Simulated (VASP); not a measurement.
# PtC2 (R-3m) in VASP: a series of runs

PtC2 is run at these levels: PBE+D3(BJ); tasks: single point.

Program: VASP 6.6.1. These are calculated values, not measurements. Logs are shortened: lines on timing, memory, paths and dates and some standing lists are left out, and cuts for length are marked.

## (1) The cell of the first run

The structure is trigonal, space group R-3m (No. 166). The conventional cell has a = 3.659 Å, b = 3.659 Å, c = 7.892 Å, α = 90.00°, β = 90.00°, γ = 120.00°. Pt (site symmetry -3m) has 8 C at 2.14 to 2.17 Å within 2.8 Å. Within 2.8 Å of C (site symmetry 3m) lie 4 Pt at 2.14 to 2.17 Å and 6 C at 2.33 to 2.68 Å.

## (2) Single point, PBE+D3(BJ)

Contents of INCAR:

```
SYSTEM = PtC2
PREC = Accurate
ENCUT = 520
EDIFF = 1E-6
ISMEAR = 0
SIGMA = 0.1
LREAL = .False.
LASPH = .True.
NELM = 100
ALGO = Normal
ISIF = 2
LWAVE = .False.
LCHARG = .False.
GGA = PE
IVDW = 12
NBANDS = 16
```

Contents of KPOINTS:

```
regular mesh
0
Gamma
  6 6 6
  0 0 0
```

Contents of POSCAR:

```
PtC2
1.0
    1.8297226927      1.0563908899      2.6305849068
   -1.8297226927      1.0563908899      2.6305849068
    0.0000000000     -2.1127817776      2.6305849077
Pt C
1 2
Direct
    0.5000000000      0.5000000000      0.5000000000
    0.7709832210      0.7709832210      0.7709832210
    0.2290167790      0.2290167790      0.2290167790
```

Potentials or basis: VASP PAW PBE potentials, release 64 (Pt, C).

The run is started by

```sh
$ cat potpaw_PBE.64/Pt/POTCAR potpaw_PBE.64/C/POTCAR > POTCAR
$ mpirun -np 1 vasp_std > vasp.out
```

OUTCAR:

```text
SYSTEM = PtC2
   PREC = Accurate
   ENCUT = 520
   EDIFF = 1E-6
   ISMEAR = 0
   LREAL = .False.
   LASPH = .True.
   NELM = 100
   ISIF = 2
   GGA = PE
   IVDW = 12
 IVDW          = 12

 ion  position               nearest neighbor table
   1  0.500  0.500  0.500-   2 2.14   3 2.14   3 2.17   2 2.17   3 2.17   3 2.17   2 2.17   2 2.17

   2  0.771  0.771  0.771-   1 2.14   1 2.17   1 2.17   1 2.17
   3  0.229  0.229  0.229-   1 2.14   1 2.17   1 2.17   1 2.17

  LATTYP: Found a trigonal (rhomboedric) cell.
 ALAT       =     3.3739922638
 COS(alpha) =     0.4118171201

  Lattice vectors:

 A1 = (   1.8297226927,   1.0563908899,   2.6305849068)
 A2 = (  -1.8297226927,   1.0563908899,   2.6305849068)
 A3 = (   0.0000000000,  -2.1127817776,   2.6305849077)

Analysis of symmetry for initial positions (statically):
=====================================================================
 Subroutine PRICEL returns:
 Original cell was already a primitive cell.

 Routine SETGRP: Setting up the symmetry group for a
 trigonal (rhombohedral) supercell.

 Subroutine GETGRP returns: Found 12 space group operations
 (whereof 12 operations were pure point group operations)
 out of a pool of 12 trial point group operations.

The static configuration has the point symmetry D_3d.

Analysis of symmetry for dynamics (positions and initial velocities):
=====================================================================
 Subroutine PRICEL returns:
 Original cell was already a primitive cell.

 Routine SETGRP: Setting up the symmetry group for a
 trigonal (rhombohedral) supercell.

 Subroutine GETGRP returns: Found 12 space group operations
 (whereof 12 operations were pure point group operations)
 out of a pool of 12 trial point group operations.

The dynamic configuration has the point symmetry D_3d.

 Subroutine INISYM returns: Found 12 space group operations
 (whereof 12 operations are pure point group operations),
 and found     1 'primitive' translations

----------------------------------------------------------------------------------------

                                     Primitive cell

  volume of cell :      30.5080

[... 87 lines left out ...]
   LASPH  =      T    aspherical Exc in radial PAW
   ENCUT  =  520.0 eV  38.22 Ry    6.18 a.u.   6.27  6.27  6.27*2*pi/ulx,y,z
   NELM   =    100;   NELMIN=  2; NELMDL= -5     # of ELM steps
   EDIFF  = 0.1E-05   stopping-criterion for ELM
   LREAL  =      F    real-space projection
   EDIFFG = 0.1E-04   stopping-criterion for IOM
   NSW    =      0    number of steps for IOM
   IBRION =     -1    ionic relax: 0-MD 1-quasi-New 2-CG
   NFREE  =      0    steps in history (QN), initial steepest desc. (CG)
   ISIF   =      2    stress and relaxation
   ISYM   =      2    0-nonsym 1-usesym 2-fastsym
   POTIM  = 0.5000    time-step for ionic-motion
   TEBEG  =    0.0;   TEEND  =   0.0 temperature during run
   PSTRESS=    0.0 pullay stress
   NELECT =      18.0000    total number of electrons
   NUPDOWN=      -1.0000    fix difference up-down
   EMIN   =  10.00;   EMAX   =-10.00  energy-range for DOS
   EFERMI =   0.00;   METHOD = LEGACY
   ISMEAR =     0;   SIGMA  =   0.10  broadening in eV -4-tet -1-fermi 0-gaus
   EFERMI_NEDOS =   21; number of points for ismear=-14 and -15
   IALGO  =     38    algorithm
   IMIX   =      4    mixing-type and parameters
     AMIX     =   0.40;   BMIX     =  1.00
     AMIX_MAG =   1.60;   BMIX_MAG =  1.00
  volume/ion in A,a.u.               =      10.17        68.63
  Fermi-wavevector in a.u.,A,eV,Ry     =   1.373076  2.594737 25.651568  1.885337
  Thomas-Fermi vector in A             =   2.498625
   LORBIT       =      0    0 simple, 1 ext, 2 COOP (PROOUT), +10 PAW based schemes
   GGA     = PE    functional components
   LHFCALC =     F    Hartree Fock is set to
   AEXX    =    0.0000 exact exchange contribution
   IVDW    =    12    specifies the selected vdW correction
   LEPSILON=     F    determine dielectric tensor
   LRPA    =     F    only Hartree local field effects (RPA)
 non-spin polarized calculation
 Gauss-broadening in eV      SIGMA  =   0.10
  energy-cutoff  :      520.00
  volume of cell :       30.51
 maximum number of plane-waves:       832
 NGX is ok and might be reduce to    28
   NGX = 13   NGY = 13   NGZ = 13

 number of electron      18.0000001 magnetization

 Free energy of the ion-electron system (eV)
  ---------------------------------------------------
  ext. energy  EPLUGINS =         0.00000000
  ---------------------------------------------------
  free energy    TOTEN  =       -18.69953841 eV

  energy without entropy =      -18.69089701  energy(sigma->0) =      -18.69521771

 E-fermi :   9.0830     XC(G=0): -12.6169

 val. band max:        9.0519175399   @ k =   0.5000   0.1667   0.1667
 cond. band min:       9.0954005084   @ k =   0.5000   0.3333   0.1667
 fundamental gap:      0.0434829685
 Fermi energy:         9.0830399074

 k-point     1 :       0.0000    0.0000    0.0000
  band No.  band energies     occupation
      1      -6.4447      2.00000
      2       0.9654      2.00000
      3       0.9654      2.00000
      4       1.9317      2.00000
      5       3.0407      2.00000
      6       5.0615      2.00000
[... 433 lines left out ...]
      3       0.9246      2.00000
      4       2.6417      2.00000
      5       4.2470      2.00000
      6       4.4018      2.00000
[... 8 lines left out ...]
     15      21.5006      0.00000
     16      23.7112      0.00000

 [... further k-points ...]

------------------------ aborting loop because EDIFF is reached ----------------------------------------

 Edisp (eV)   -1.00280

 E8    (eV) :    -0.3963

  FORCE on cell =-STRESS in cart. coord.  units (eV):
  Direction    XX          YY          ZZ          XY          YZ          ZX
  --------------------------------------------------------------------------------------
  -------------------------------------------------------------------------------------
  Total      -0.03251    -0.03251    -0.04251     0.00000    -0.00000    -0.00000
  in kB      -1.70744    -1.70744    -2.23223     0.00000    -0.00000    -0.00000
  external pressure =       -1.88 kB  Pullay stress =        0.00 kB

 VOLUME and BASIS-vectors are now :
 -----------------------------------------------------------------------------
  energy-cutoff  :      520.00
  volume of cell :       30.51
      direct lattice vectors                 reciprocal lattice vectors
     1.829722693  1.056390890  2.630584907     0.273265453  0.157769883  0.126714531
    -1.829722693  1.056390890  2.630584907    -0.273265453  0.157769883  0.126714531
     0.000000000 -2.112781778  2.630584908     0.000000000 -0.315539765  0.126714531

 POSITION                                       TOTAL-FORCE (eV/Angst)
 -----------------------------------------------------------------------------------
      0.00000      0.00000      3.94588         0.000000     -0.000000     -0.000000
      0.00000      0.00000      6.08441        -0.000000      0.000000      0.003887
      0.00000      0.00000      1.80734        -0.000000     -0.000000     -0.003887
 -----------------------------------------------------------------------------------
    total drift:                               -0.000000     -0.000000      0.000000

  FREE ENERGIE OF THE ION-ELECTRON SYSTEM (eV)
  ---------------------------------------------------
  free  energy   TOTEN  =       -19.7023413890 eV

  energy  without entropy=      -19.6936999894  energy(sigma->0) =      -19.69802069
```

stdout:

```text
POSCAR found type information on POSCAR PtC
 POSCAR found :  2 types and       3 ions
 scaLAPACK will be used
 LDA part: xc-table for (Slater+PW92), standard interpolation
 POSCAR, INCAR and KPOINTS ok, starting setup
 FFT: planning ... GRIDC
 FFT: planning ... GRID_SOFT
 FFT: planning ... GRID
 WAVECAR not read
 entering main loop
```

It took 9.2 s on 1 thread of Intel Xeon 6975P-C (Granite Rapids), shared host; peak memory 0.17 GiB.

Results:

```
Free energy                : -19.7023 eV
Pressure                   : -0.2 GPa
Largest force              : 0.004 eV/Å
Band gap on the k mesh     : zero (band 9 reaches 10.93 eV, above the bottom of band 10 at 7.97 eV)
Dispersion energy per atom : -0.334 eV
```

Forces on the atoms (eV/Å):
```
Pt   0.000  0.000  0.000
C    0.000  0.000  0.004
C    0.000  0.000 -0.004
```

Caveat: spin-orbit coupling is left out, which moves the levels of the heavy elements; pairwise dispersion overbinds metals, which lowers pressure and volume.

[end of part 1 of 2]
